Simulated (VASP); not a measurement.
# Al2Ga (P6/mmm) in VASP: further runs

The runs below take Al2Ga through single point, relaxation of cell and atoms, with PBE.

Program: VASP 6.6.1. These are calculated values, not measurements. Logs are shortened: lines on timing, memory, paths and dates and some standing lists are left out, and cuts for length are marked.

### Step 1. The cell of the first run

Symmetry: P6/mmm, No. 191, hexagonal system. The conventional cell has a = 4.670 Å, b = 4.670 Å, c = 2.908 Å, α = 90.00°, β = 90.00°, γ = 120.00°. Within 3.6 Å of Al (site symmetry -6m2) lie 5 Al at 2.70 to 2.91 Å and 6 Ga at 3.06 Å. Ga (site symmetry 6/mmm) has 2 Ga at 2.91 Å and 12 Al at 3.06 Å within 3.8 Å.

### Step 2. Single point, PBE

INCAR

```
SYSTEM = Al2Ga
  PREC = Accurate
  ENCUT = 520
  EDIFF = 1E-7
  ISMEAR = 0
  SIGMA = 0.1
  LREAL = .False.
  LASPH = .True.
  NELM = 60
  ALGO = Fast
  ISIF = 2
  LWAVE = .False.
  LCHARG = .False.
  GGA = PE
  NBANDS = 16
```

KPOINTS

```
regular mesh
0
Gamma
  12 12 16
  0 0 0
```

POSCAR

```
Al2Ga
1.0
    4.6700720033      0.0000000000      0.0000000000
   -2.3350360016      4.0444009924      0.0000000000
    0.0000000000      0.0000000000      2.9076004192
Al Ga
2 1
Direct
    0.3333333333      0.6666666667      0.5000000000
    0.6666666667      0.3333333333      0.5000000000
    0.0000000000      0.0000000000      0.0000000000
```

Potentials or basis: VASP PAW PBE potentials, release 64 (Al, Ga_d).

Run with:

```bash
> cat potpaw_PBE.64/Al/POTCAR potpaw_PBE.64/Ga_d/POTCAR > POTCAR
> mpirun -np 1 vasp_std > vasp.out
```

OUTCAR:

```text
SYSTEM = Al2Ga
   PREC = Accurate
   ENCUT = 520
   EDIFF = 1E-7
   ISMEAR = 0
   LREAL = .False.
   LASPH = .True.
   NELM = 60
   ISIF = 2
   GGA = PE

 ion  position               nearest neighbor table
   1  0.333  0.667  0.500-   2 2.70   2 2.70   2 2.70   3 3.06   3 3.06   3 3.06   3 3.06   3 3.06
                             3 3.06
   2  0.667  0.333  0.500-   1 2.70   1 2.70   1 2.70   3 3.06   3 3.06   3 3.06   3 3.06   3 3.06
                             3 3.06
   3  0.000  0.000  0.000-   1 3.06   2 3.06   1 3.06   2 3.06   2 3.06   2 3.06   1 3.06   1 3.06
                             2 3.06   2 3.06   1 3.06   1 3.06

  LATTYP: Found a hexagonal cell.
 ALAT       =     4.6700720033
 C/A-ratio  =     0.6226029100

  Lattice vectors:

 A1 = (   4.6700720033,   0.0000000000,   0.0000000000)
 A2 = (  -2.3350360016,   4.0444009924,   0.0000000000)
 A3 = (   0.0000000000,   0.0000000000,   2.9076004192)

Analysis of symmetry for initial positions (statically):
=====================================================================
 Subroutine PRICEL returns:
 Original cell was already a primitive cell.

 Routine SETGRP: Setting up the symmetry group for a
 hexagonal supercell.

 Subroutine GETGRP returns: Found 24 space group operations
 (whereof 24 operations were pure point group operations)
 out of a pool of 24 trial point group operations.

The static configuration has the point symmetry D_6h.

Analysis of symmetry for dynamics (positions and initial velocities):
=====================================================================
 Subroutine PRICEL returns:
 Original cell was already a primitive cell.

 Routine SETGRP: Setting up the symmetry group for a
 hexagonal supercell.

 Subroutine GETGRP returns: Found 24 space group operations
 (whereof 24 operations were pure point group operations)
 out of a pool of 24 trial point group operations.

The dynamic configuration has the point symmetry D_6h.

 Subroutine INISYM returns: Found 24 space group operations
 (whereof 24 operations are pure point group operations),
 and found     1 'primitive' translations

----------------------------------------------------------------------------------------

                                     Primitive cell

  volume of cell :      54.9177

  direct lattice vectors                    reciprocal lattice vectors
     4.670072003  0.000000000  0.000000000     0.214129461  0.123627702  0.000000000
    -2.335036002  4.044400992  0.000000000     0.000000000  0.247255404  0.000000000
     0.000000000  0.000000000  2.907600419     0.000000000  0.000000000  0.343926213

  length of vectors
     4.670072003  4.670072003  2.907600419     0.247255404  0.247255404  0.343926213

  position of ions in fractional coordinates (direct lattice)
     0.333333333  0.666666667  0.500000000
     0.666666667  0.333333333  0.500000000
     0.000000000  0.000000000  0.000000000

  ion indices of the primitive-cell ions
   primitive index   ion index
                 1           1
                 2           2
                 3           3

----------------------------------------------------------------------------------------

 KPOINTS: regular mesh

Automatic generation of k-mesh.
 Grid dimensions read from file:
 generate k-points for:   12   12   16

 Generating k-lattice:

  Cartesian coordinates                     Fractional coordinates (reciprocal lattice)
     0.017844122  0.010302308  0.000000000     0.083333333 -0.000000000  0.000000000
     0.000000000  0.020604617  0.000000000     0.000000000  0.083333333  0.000000000
     0.000000000  0.000000000  0.021495388     0.000000000  0.000000000  0.062500000

  Length of vectors
     0.020604617  0.020604617  0.021495388

  Shift w.r.t. Gamma in fractional coordinates (k-lattice)
     0.000000000  0.000000000  0.000000000

 Subroutine IBZKPT returns following result:
 ===========================================

 Found    171 irreducible k-points:

 Following reciprocal coordinates:
            Coordinates               Weight
  0.000000  0.000000  0.000000      1.000000
  0.083333  0.000000  0.000000      6.000000
  0.166667  0.000000  0.000000      6.000000
  0.250000  0.000000  0.000000      6.000000
  0.333333  0.000000  0.000000      6.000000
  0.416667  0.000000  0.000000      6.000000
[... 16 lines left out ...]
  0.250000  0.000000  0.062500     12.000000
  0.333333  0.000000  0.062500     12.000000
 [... further k-points ...]
   k-points           NKPTS =    171   k-points in BZ     NKDIM =    171   number of bands    NBANDS=     16
   number of dos      NEDOS =    301   number of ions     NIONS =      3
   total plane-waves  NPLWV =  31104
   dimension x,y,z NGX =    36 NGY =   36 NGZ =   24
   dimension x,y,z NGXF=    72 NGYF=   72 NGZF=   48
   ions per type =               2   1
   NGX,Y,Z   is equivalent  to a cutoff of  12.82, 12.82, 13.72 a.u.
   NGXF,Y,Z  is equivalent  to a cutoff of  25.63, 25.63, 27.44 a.u.
 SYSTEM =  Al2Ga
   PREC   = accura    normal or accurate (medium, high low for compatibility)
   ISTART =      0    job   : 0-new  1-cont  2-samecut
   ICHARG =      2    charge: 1-file 2-atom 10-const
   ISPIN  =      1    spin polarized calculation?
   LNONCOLLINEAR =      F non collinear calculations
   LSORBIT =      F    spin-orbit coupling
   LASPH  =      T    aspherical Exc in radial PAW
   ENCUT  =  520.0 eV  38.22 Ry    6.18 a.u.   8.68  8.68  5.41*2*pi/ulx,y,z
   NELM   =     60;   NELMIN=  2; NELMDL= -5     # of ELM steps
   EDIFF  = 0.1E-06   stopping-criterion for ELM
   LREAL  =      F    real-space projection
   EDIFFG = 0.1E-05   stopping-criterion for IOM
   NSW    =      0    number of steps for IOM
   IBRION =     -1    ionic relax: 0-MD 1-quasi-New 2-CG
   NFREE  =      0    steps in history (QN), initial steepest desc. (CG)
   ISIF   =      2    stress and relaxation
   ISYM   =      2    0-nonsym 1-usesym 2-fastsym
   POTIM  = 0.5000    time-step for ionic-motion
   TEBEG  =    0.0;   TEEND  =   0.0 temperature during run
   PSTRESS=    0.0 pullay stress
   NELECT =      19.0000    total number of electrons
   NUPDOWN=      -1.0000    fix difference up-down
   EMIN   =  10.00;   EMAX   =-10.00  energy-range for DOS
   EFERMI =   0.00;   METHOD = LEGACY
   ISMEAR =     0;   SIGMA  =   0.10  broadening in eV -4-tet -1-fermi 0-gaus
   EFERMI_NEDOS =   21; number of points for ismear=-14 and -15
   IALGO  =     68    algorithm
   IMIX   =      4    mixing-type and parameters
     AMIX     =   0.40;   BMIX     =  1.00
     AMIX_MAG =   1.60;   BMIX_MAG =  1.00
  volume/ion in A,a.u.               =      18.31       123.53
  Fermi-wavevector in a.u.,A,eV,Ry     =   1.149269  2.171804 17.970851  1.320820
  Thomas-Fermi vector in A             =   2.285940
   LORBIT       =      0    0 simple, 1 ext, 2 COOP (PROOUT), +10 PAW based schemes
   GGA     = PE    functional components
   LHFCALC =     F    Hartree Fock is set to
   AEXX    =    0.0000 exact exchange contribution
   IVDW    =     0    specifies the selected vdW correction
   LEPSILON=     F    determine dielectric tensor
   LRPA    =     F    only Hartree local field effects (RPA)
 non-spin polarized calculation
 RMM-DIIS sequential band-by-band and
 Gauss-broadening in eV      SIGMA  =   0.10
  energy-cutoff  :      520.00
  volume of cell :       54.92
 maximum number of plane-waves:      1496
 NGX is ok and might be reduce to    36
   NGX = 17   NGY = 17   NGZ = 11

 number of electron      19.0000009 magnetization

 Free energy of the ion-electron system (eV)
  ---------------------------------------------------
  ext. energy  EPLUGINS =         0.00000000
  ---------------------------------------------------
  free energy    TOTEN  =        -9.96611165 eV

  energy without entropy =       -9.96008836  energy(sigma->0) =       -9.96310001

 E-fermi :   6.5329     XC(G=0): -10.2715

 val. band max:        6.5185305748   @ k =   0.3333   0.2500   0.3750
 cond. band min:       6.5358553436   @ k =   0.5000   0.0000   0.3125
 fundamental gap:      0.0173247688
 Fermi energy:         6.5328906507

 k-point     1 :       0.0000    0.0000    0.0000
  band No.  band energies     occupation
      1      -8.3851      2.00000
      2      -8.2468      2.00000
      3      -8.2468      2.00000
      4      -8.1790      2.00000
      5      -8.1790      2.00000
      6      -4.1656      2.00000
[... 8 lines left out ...]
     15      19.3876      0.00000
     16      19.6465      0.00000

 k-point     2 :       0.0833    0.0000    0.0000
  band No.  band energies     occupation
      1      -8.3849      2.00000
      2      -8.2471      2.00000
      3      -8.2461      2.00000
      4      -8.1791      2.00000
      5      -8.1791      2.00000
      6      -4.1025      2.00000
[... 8 lines left out ...]
     15      19.0370      0.00000
     16      19.1020      0.00000

 k-point     3 :       0.1667    0.0000    0.0000
  band No.  band energies     occupation
      1      -8.3845      2.00000
      2      -8.2479      2.00000
      3      -8.2440      2.00000
      4      -8.1794      2.00000
      5      -8.1791      2.00000
      6      -3.9135      2.00000
[... 8 lines left out ...]
     15      17.7921      0.00000
     16      17.9411      0.00000

 k-point     4 :       0.2500    0.0000    0.0000
  band No.  band energies     occupation
      1      -8.3839      2.00000
      2      -8.2490      2.00000
      3      -8.2412      2.00000
      4      -8.1797      2.00000
      5      -8.1792      2.00000
      6      -3.5992      2.00000
[... 8 lines left out ...]
     15      16.1841      0.00000
     16      16.5001      0.00000

 k-point     5 :       0.3333    0.0000    0.0000
  band No.  band energies     occupation
      1      -8.3833      2.00000
      2      -8.2501      2.00000
      3      -8.2384      2.00000
      4      -8.1801      2.00000
      5      -8.1793      2.00000
      6      -3.1627      2.00000
[... 8 lines left out ...]
     15      14.5770      0.00000
     16      15.6470      0.00000

 k-point     6 :       0.4167    0.0000    0.0000
  band No.  band energies     occupation
      1      -8.3828      2.00000
      2      -8.2510      2.00000
      3      -8.2364      2.00000
      4      -8.1803      2.00000
      5      -8.1794      2.00000
      6      -2.6169      2.00000
[... 8 lines left out ...]
     15      13.7491      0.00000
     16      15.2694      0.00000
[... 267 lines left out ...]
 k-point    21 :       0.0833    0.0000    0.0625
  band No.  band energies     occupation
      1      -8.3747      2.00000
      2      -8.2462      2.00000
      3      -8.2452      2.00000
      4      -8.1841      2.00000
      5      -8.1840      2.00000
      6      -4.0336      2.00000
[... 8 lines left out ...]
     15      17.9801      0.00000
     16      18.4536      0.00000

 k-point    22 :       0.1667    0.0000    0.0625
  band No.  band energies     occupation
      1      -8.3742      2.00000
      2      -8.2470      2.00000
      3      -8.2432      2.00000
      4      -8.1844      2.00000
      5      -8.1841      2.00000
      6      -3.8445      2.00000
[... 8 lines left out ...]
     15      16.8580      0.00000
     16      17.6188      0.00000

 k-point    23 :       0.2500    0.0000    0.0625
  band No.  band energies     occupation
      1      -8.3736      2.00000
      2      -8.2480      2.00000
      3      -8.2405      2.00000
      4      -8.1849      2.00000
      5      -8.1842      2.00000
      6      -3.5303      2.00000
[... 8 lines left out ...]
     15      15.7664      0.00000
     16      16.1688      0.00000

 k-point    24 :       0.3333    0.0000    0.0625
  band No.  band energies     occupation
      1      -8.3729      2.00000
      2      -8.2492      2.00000
      3      -8.2377      2.00000
      4      -8.1854      2.00000
      5      -8.1843      2.00000
      6      -3.0938      2.00000
[... 8 lines left out ...]
     15      14.6099      0.00000
     16      14.8496      0.00000

 [... further k-points ...]

------------------------ aborting loop because EDIFF is reached ----------------------------------------

  FORCE on cell =-STRESS in cart. coord.  units (eV):
  Direction    XX          YY          ZZ          XY          YZ          ZX
  --------------------------------------------------------------------------------------
  -------------------------------------------------------------------------------------
  Total       -0.0088123     -0.0088123     -0.0029497     -0.0000000     -0.0000000     -0.0000000
  in kB       -0.2570919     -0.2570919     -0.0860543     -0.0000000     -0.0000000     -0.0000000
  external PRESSURE =      -0.2000793 kB  Pullay stress =       0.0000000 kB

 VOLUME and BASIS-vectors are now :
 -----------------------------------------------------------------------------
  energy-cutoff  :      520.00
  volume of cell :       54.92
      direct lattice vectors                 reciprocal lattice vectors
     4.670072003  0.000000000  0.000000000     0.214129461  0.123627702  0.000000000
    -2.335036002  4.044400992  0.000000000     0.000000000  0.247255404  0.000000000
     0.000000000  0.000000000  2.907600419     0.000000000  0.000000000  0.343926213

 POSITION                                       TOTAL-FORCE (eV/Angst)
 -----------------------------------------------------------------------------------
     -0.00000      2.69627      1.45380        -0.000000      0.000000      0.000000
      2.33504      1.34813      1.45380         0.000000     -0.000000     -0.000000
      0.00000      0.00000      0.00000         0.000000      0.000000     -0.000000
 -----------------------------------------------------------------------------------
    total drift:                               -0.000000     -0.000000      0.000000

  FREE ENERGIE OF THE ION-ELECTRON SYSTEM (eV)
  ---------------------------------------------------
  free  energy   TOTEN  =        -9.9661116549 eV

  energy  without entropy=       -9.9600883597  energy(sigma->0) =       -9.96310001
```

It took 3.7 min on 1 thread of Oxide Virtual Turin-like, shared host; peak memory 0.25 GiB.

Results:

```
Free energy : -9.9661 eV
Pressure    : 0.0 GPa
```

### Step 3. Relaxation of cell and atoms, PBE

This run uses another cell than the first one, of 18.22 Å³/atom, 0.995 times its volume.

INCAR

```
PREC = Accurate
ENCUT = 600
EDIFF = 1E-6
ISMEAR = 0
SIGMA = 0.1
LREAL = False
LASPH = True
NELM = 100
ALGO = Fast
ISIF = 3
LWAVE = False
LCHARG = False
GGA = PE
IBRION = 2
NSW = 100
EDIFFG = -0.01
```

KPOINTS

```
Automatic mesh
0
Gamma
  12 12 16
```

POSCAR

```
Al2Ga
1.0
    4.6953183571      0.0000000000      0.0000000000
   -2.3476591785      4.0662649761      0.0000000000
    0.0000000000      0.0000000000      2.8622945223
Al Ga
2 1
Direct
    0.3333333333      0.6666666667      0.5000000000
    0.6666666667      0.3333333333      0.5000000000
    0.0000000000      0.0000000000      0.0000000000
```

Potentials or basis: VASP PAW PBE potentials, release 64 (Al, Ga_d).

Run with:

```bash
> cat potpaw_PBE.64/Al/POTCAR potpaw_PBE.64/Ga_d/POTCAR > POTCAR
> mpirun -np 1 vasp_std > vasp.out
```

Wall time 17 min (1 thread of Oxide Virtual Turin-like, shared host); peak memory 0.29 GiB.

The run converged. Its results:

- Free energy: -9.9660 eV
- Relaxed volume: 18.31 Å³/atom
- Relaxed cell: a = 4.670 Å, b = 4.670 Å, c = 2.907 Å, α = 90.00°, β = 90.00°, γ = 120.00°
- Space group after relaxing (to 0.05 Å): P6/mmm (No. 191)
- Energy gained by relaxing: 0.9 meV/atom
- Ionic steps: 8
- Pressure after relaxing: 0.0 GPa

The path:
```tsv
step	energy change (eV)	largest force (eV/Å)	pressure (GPa)	volume (Å³)
1	0.0000	0.0000	0.23	54.65
2	-0.0014	0.0000	0.11	54.85
3	-0.0019	0.0000	-0.42	55.40
4	-0.0022	0.0000	-0.44	55.25
5	-0.0021	0.0000	-0.22	55.05
6	-0.0022	0.0000	-0.21	55.16
7	-0.0022	0.0000	-0.34	55.19
8	-0.0027	0.0000	0.03	54.92
```

Final structure:
```
Al Ga
1.0
     4.67019    0.00000    0.00000
    -2.33510    4.04451    0.00000
     0.00000    0.00000    2.90732
Al Ga
2 1
Cartesian
  0.0000 2.6963 1.4537
  2.3351 1.3482 1.4537
  -2.3351 4.0445 2.9073
```

Levels at points of the mesh, in eV from the Fermi level:
| k point | band 6 | band 7 | band 8 | band 9 | band 10 | band 11 | band 12 | band 13 |
| --- | --- | --- | --- | --- | --- | --- | --- | --- |
| (0.00, 0.00, 0.00) | -10.70 | -2.13 | -1.69 | -1.69 | -1.51 | -1.51 | -1.15 | 5.77 |
| (0.50, 0.00, 0.00) | -8.69 | -8.11 | -3.85 | -3.78 | 4.37 | 4.52 | 4.87 | 5.53 |
| (0.00, 0.00, 0.50) | -6.39 | -6.16 | 1.30 | 1.30 | 1.92 | 2.04 | 2.31 | 2.48 |
| (0.50, 0.00, 0.50) | -4.35 | -4.24 | -3.90 | -3.56 | 0.08 | 0.35 | 0.49 | 0.82 |

Caveat: the bands computed are all filled at some k points, so no gap is given.
